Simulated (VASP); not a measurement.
# CsLiCr2Te2S3 (Cm) in VASP: settings compared

Aim: see how the results for CsLiCr2Te2S3 move with the level of theory and the settings. Levels: PBE+D4, revPBE. Tasks: single point.

Program: VASP 6.6.1. These are calculated values, not measurements. Logs are shortened: lines on timing, memory, paths and dates and some standing lists are left out, and cuts for length are marked.

### 1 The cell of the first run

It takes space group Cm (No. 8, monoclinic). Conventional cell: a = 6.135 Å, b = 10.534 Å, c = 8.309 Å, α = 90.00°, β = 109.88°, γ = 90.00°. Cs (site symmetry m) has 8 S at 3.34 to 4.97 Å and 6 Te at 3.79 to 4.68 Å and 2 Li at 3.86 to 4.65 Å and 6 Cr at 4.48 to 4.88 Å within 5.0 Å. Within 3.3 Å of Li (site symmetry m) lie 3 S at 2.43 to 2.50 Å and 2 Te at 3.20 Å and 2 Cr at 3.27 Å. Within 2.9 Å of Cr (site symmetry 1) lie 3 S at 2.21 to 2.27 Å and 2 Te at 2.61 to 2.89 Å. Te (site symmetry 1) has 2 Cr at 2.61 to 2.89 Å and 2 Te at 3.16 Å and 1 Li at 3.20 Å and 2 S at 3.48 to 3.63 Å and 1 Cs at 3.79 Å within 3.8 Å. Within 2.9 Å of S (site symmetry 1) lie 2 Cr at 2.22 to 2.27 Å and 1 Li at 2.50 Å. S (site symmetry m) has 2 Cr at 2.21 Å and 1 Li at 2.43 Å within 2.9 Å.

### 2 Single point, PBE+D4, collinear spin, ferromagnetic start

INCAR reads:

```
SYSTEM = CsLiCr2Te2S3
ALGO = Normal
EDIFF = 1E-6
ENCUT = 520
GGA = PE
ISIF = 2
ISMEAR = -1
ISPIN = 2
IVDW = 13
LASPH = .True.
LCHARG = .False.
LMAXMIX = 4
LORBIT = 11
LREAL = .False.
LWAVE = .False.
MAGMOM = 0 0 3 3 0 0 0 0 0
NBANDS = 47
NELM = 150
PREC = Accurate
SIGMA = 0.05
```

KPOINTS reads:

```
k-points
0
Gamma
  3 3 2
  0 0 0
```

POSCAR reads:

```
CsLiCr2Te2S3
1.0
    3.0670570663     -5.2671663570     -0.0431594498
    3.0670570663      5.2671663570     -0.0431594498
   -2.7148989185      0.0000000000      7.8528686744
Cs Li Cr Te S
1 1 2 2 3
Direct
    0.0861945024      0.0861945024     -0.0056769342
    0.6781002380      0.6781002380      0.5232782320
    0.0304202991      0.4115596563      0.5557807799
    0.4115596563      0.0304202991      0.5557807799
    0.5658572400      0.9922271652      0.2840130879
    0.9922271652      0.5658572400      0.2840130879
    0.7720900474      0.4339599692      0.7085147372
    0.4339599692      0.7720900474      0.7085147372
    0.0970408825      0.0970408825      0.5948214922
```

Potentials or basis: VASP PAW PBE potentials, release 64 (Cs_sv, Li_sv, Cr_pv, Te, S).

Run with:

```console
$ cat potpaw_PBE.64/Cs_sv/POTCAR potpaw_PBE.64/Li_sv/POTCAR potpaw_PBE.64/Cr_pv/POTCAR potpaw_PBE.64/Te/POTCAR potpaw_PBE.64/S/POTCAR > POTCAR
$ mpirun -np 1 vasp_std > vasp.out
```

OUTCAR:

```text
SYSTEM = CsLiCr2Te2S3
   EDIFF = 1E-6
   ENCUT = 520
   GGA = PE
   ISIF = 2
   ISMEAR = -1
   ISPIN = 2
   IVDW = 13
   LASPH = .True.
   LORBIT = 11
   LREAL = .False.
   NELM = 150
   PREC = Accurate

 ion  position               nearest neighbor table
   1  0.086  0.086  0.994-
   2  0.678  0.678  0.523-   9 2.43   8 2.50   7 2.50
   3  0.030  0.412  0.556-   9 2.21   7 2.22   8 2.27   6 2.61   5 2.89
   4  0.412  0.030  0.556-   9 2.21   8 2.22   7 2.27   5 2.61   6 2.89
   5  0.566  0.992  0.284-   4 2.61   3 2.89   6 3.16   6 3.16
   6  0.992  0.566  0.284-   3 2.61   4 2.89   5 3.16   5 3.16
   7  0.772  0.434  0.709-   3 2.22   4 2.27   2 2.50
   8  0.434  0.772  0.709-   4 2.22   3 2.27   2 2.50
   9  0.097  0.097  0.595-   3 2.21   4 2.21   2 2.43

  LATTYP: Found a base centered monoclinic cell.
 ALAT       =     6.1347214398
 B/A-ratio  =     1.7171656150
 C/A-ratio  =     1.3544093816
 COS(beta)  =    -0.3400108413

  Lattice vectors:

 A1 = (   3.0670570663,  -5.2671663570,  -0.0431594498)
 A2 = (   3.0670570663,   5.2671663570,  -0.0431594498)
 A3 = (  -2.7148989185,   0.0000000000,   7.8528686744)

Analysis of symmetry for initial positions (statically):
=====================================================================
 Subroutine PRICEL returns:
 Original cell was already a primitive cell.

 Routine SETGRP: Setting up the symmetry group for a
 base centered monoclinic supercell.

 Subroutine GETGRP returns: Found  2 space group operations
 (whereof  2 operations were pure point group operations)
 out of a pool of  4 trial point group operations.

The static configuration has the point symmetry C_1h.

Analysis of symmetry for dynamics (positions and initial velocities):
=====================================================================
 Subroutine PRICEL returns:
 Original cell was already a primitive cell.

 Routine SETGRP: Setting up the symmetry group for a
 base centered monoclinic supercell.

 Subroutine GETGRP returns: Found  2 space group operations
 (whereof  2 operations were pure point group operations)
 out of a pool of  4 trial point group operations.

The dynamic configuration has the point symmetry C_1h.

Analysis of structural, dynamic, and magnetic symmetry:
=====================================================================
 Subroutine PRICEL returns:
 Original cell was already a primitive cell.

[... 147 lines left out ...]
  ---------------------------------------------------
  free energy    TOTEN  =       -46.26805250 eV

  energy without entropy =      -46.23896101  energy(sigma->0) =      -46.25350675

 E-fermi :   3.5867     XC(G=0):  -8.4479

 val. band max:        3.5640520737   @ k =   0.3333   0.0000   0.0000
 cond. band min:       3.7382269590   @ k =   0.3333   0.3333   0.0000
 fundamental gap:      0.1741748852
 Fermi energy:         3.5866899336

 spin component 1

 k-point     1 :       0.0000    0.0000    0.0000
  band No.  band energies     occupation
      1     -42.5703      1.00000
      2     -40.8088      1.00000
      3     -40.8036      1.00000
      4     -40.7236      1.00000
      5     -40.7105      1.00000
      6     -40.6336      1.00000
[... 373 lines left out ...]
     44       7.9695      0.00000
     45       8.6946      0.00000
 Fermi energy:         3.5866899336

 spin component 2

 k-point     1 :       0.0000    0.0000    0.0000
  band No.  band energies     occupation
      1     -42.5623      1.00000
      2     -38.3686      1.00000
      3     -38.3631      1.00000
      4     -38.3022      1.00000
      5     -38.2972      1.00000
      6     -38.1797      1.00000
[... 373 lines left out ...]
     44       8.1395      0.00000
     45       8.7795      0.00000
 [bands above 45 left out]

------------------------ aborting loop because EDIFF is reached ----------------------------------------

  DFT-D4 for vdW energy calculation

  Edisp (eV):   -2.53392

  FORCE on cell =-STRESS in cart. coord.  units (eV):
  Direction    XX          YY          ZZ          XY          YZ          ZX
  --------------------------------------------------------------------------------------
  -------------------------------------------------------------------------------------
  Total      -0.10894     0.00846     0.01061     0.00000     0.00000     0.01588
  in kB      -0.69128     0.05368     0.06731     0.00000     0.00000     0.10075
  external pressure =       -0.19 kB  Pullay stress =        0.00 kB

 VOLUME and BASIS-vectors are now :
 -----------------------------------------------------------------------------
  energy-cutoff  :      520.00
  volume of cell :      252.49
      direct lattice vectors                 reciprocal lattice vectors
     3.067057066 -5.267166357 -0.043159450     0.163819701 -0.094927702  0.056635855
     3.067057066  5.267166357 -0.043159450     0.163819701  0.094927702  0.056635855
    -2.714898918  0.000000000  7.852868674     0.001800710  0.000000000  0.127964542

 POSITION                                       TOTAL-FORCE (eV/Angst)
 -----------------------------------------------------------------------------------
     -2.17076      0.00000      7.80085        -0.000076      0.000000      0.007357
      2.73890      0.00000      4.05070        -0.005840      0.000000     -0.001314
     -0.15331      2.00752      4.34540         0.003650     -0.003675     -0.001880
     -0.15331     -2.00752      4.34540         0.003650      0.003675     -0.001880
      4.00767      2.24576      2.16307         0.004049     -0.001647     -0.004291
      4.00767     -2.24576      2.16307         0.004049      0.001647     -0.004291
      1.77548     -1.78099      5.51182        -0.009743      0.003570      0.005193
      1.77548      1.78099      5.51182        -0.009743     -0.003570      0.005193
     -1.01962      0.00000      4.66268         0.010003      0.000000     -0.004087
 -----------------------------------------------------------------------------------
    total drift:                               -0.000300     -0.000000     -0.001611

  FREE ENERGIE OF THE ION-ELECTRON SYSTEM (eV)
  ---------------------------------------------------
  free  energy   TOTEN  =       -48.8019720234 eV

  energy  without entropy=      -48.7728805337  energy(sigma->0) =      -48.78742628

 total charge

# of ion       s       p       d       tot
------------------------------------------
    1        1.834   4.703   0.033   6.571
    2        2.013   0.046   0.000   2.059
    3        0.325   6.292   4.179  10.796
    4        0.325   6.292   4.179  10.796
    5        1.390   1.968   0.034   3.393
    6        1.390   1.968   0.034   3.393
    7        1.342   2.396   0.000   3.738
    8        1.342   2.396   0.000   3.738
    9        1.340   2.423   0.000   3.763
--------------------------------------------------
tot         11.303  28.483   8.461  48.247

 magnetization (x)

# of ion       s       p       d       tot
------------------------------------------
    1        0.000  -0.001   0.001  -0.000
    2        0.001   0.002   0.000   0.003
    3        0.030   0.026   2.356   2.411
    4        0.030   0.026   2.356   2.411
    5       -0.004  -0.097   0.003  -0.098
    6       -0.004  -0.097   0.003  -0.098
    7       -0.003  -0.065   0.000  -0.068
    8       -0.003  -0.065   0.000  -0.068
    9       -0.003  -0.086   0.000  -0.089
--------------------------------------------------
tot          0.043  -0.357   4.718   4.404
```

OSZICAR:

```text
N       E                     dE             d eps       ncg     rms          rms(c)
DAV:   1     0.549253754700E+03    0.54925E+03   -0.30337E+04  1664   0.127E+03
DAV:   2     0.791559844134E+01   -0.54134E+03   -0.51799E+03  1684   0.306E+02
DAV:   3    -0.486780307130E+02   -0.56594E+02   -0.55495E+02  2120   0.966E+01
[... 11 lines left out ...]
DAV:  15    -0.462679378514E+02   -0.11080E-03   -0.18111E-04  1716   0.648E-02    0.586E-02
DAV:  16    -0.462680280114E+02   -0.90160E-04   -0.13236E-04  1708   0.395E-02    0.158E-02
DAV:  17    -0.462680457356E+02   -0.17724E-04   -0.18213E-05  1794   0.157E-02    0.107E-02
DAV:  18    -0.462680502434E+02   -0.45078E-05   -0.27230E-06  1531   0.695E-03    0.634E-03
DAV:  19    -0.462680521286E+02   -0.18853E-05   -0.14450E-06  1403   0.495E-03    0.299E-03
DAV:  20    -0.462680524997E+02   -0.37106E-06   -0.42904E-07  1139   0.297E-03
   1 F= -.48801972E+02 E0= -.48787426E+02  d E =-.290915E-01  mag=     4.7325
```

Run time: 3.7 min. Hardware: 1 thread of Intel Xeon Platinum 8375C at 2.90GHz (Ice Lake), shared host; peak memory 0.58 GiB.

Results:

| Item | Value |
| --- | --- |
| Free energy | -48.8020 eV |
| Largest force | 0.012 eV/Å |
| Net moment | 4.73 μB per cell |
| Site moments | Cs -0.00; Li +0.00; Cr +2.41; Te -0.10; S -0.07, -0.09 (each value once) μB |
| Valence electrons inside the program's atomic spheres | Cs 6.57; Li 2.06; Cr 10.80; Te 3.39; S 3.74, 3.76 (each value once) |
| Dispersion energy per atom | -0.282 eV |

Forces in eV/Å, atoms in the order of the input:
```
Cs   0.000  0.000  0.007
Li  -0.006  0.000 -0.001
Cr   0.004 -0.004 -0.002
Cr   0.004  0.004 -0.002
Te   0.004 -0.002 -0.004
Te   0.004  0.002 -0.004
S   -0.010  0.004  0.005
S   -0.010 -0.004  0.005
S    0.010  0.000 -0.004
```

Levels at points of the mesh, in eV from the Fermi level:
Spin up:
| k point | band 33 | band 34 | band 35 | band 36 | band 37 | band 38 |
| --- | --- | --- | --- | --- | --- | --- |
| (0.00, 0.00, 0.00) | -0.93 | -0.61 | -0.53 | -0.23 | 0.62 | 1.29 |
| (0.00, 0.00, 0.50) | -0.91 | -0.62 | -0.52 | -0.15 | 0.28 | 1.17 |
Spin down:
| k point | band 26 | band 27 | band 28 | band 29 | band 30 | band 31 | band 32 | band 33 | band 34 | band 35 |
| --- | --- | --- | --- | --- | --- | --- | --- | --- | --- | --- |
| (0.00, 0.00, 0.00) | -2.69 | -2.30 | -2.14 | -1.82 | -1.15 | 0.43 | 0.73 | 0.80 | 1.07 | 1.23 |
| (0.00, 0.00, 0.50) | -2.73 | -2.64 | -1.95 | -1.85 | -1.16 | 0.52 | 0.78 | 0.78 | 1.07 | 1.26 |

Caveat: the k points lie up to 0.41 Å⁻¹ apart; the cutoff is under 1.25 times the usual one of these potentials, so pressure, stress and relaxed cells hold a basis-set (Pulay) error; spin-orbit coupling is left out, which moves the levels of the heavy elements; the run started ferromagnetic, and an antiferromagnetic order may lie lower in energy. With open d or f shells a metallic result of PBE can be an artefact of self-interaction; +U or a hybrid may open a gap.

(Continued in part 2 of 2.)
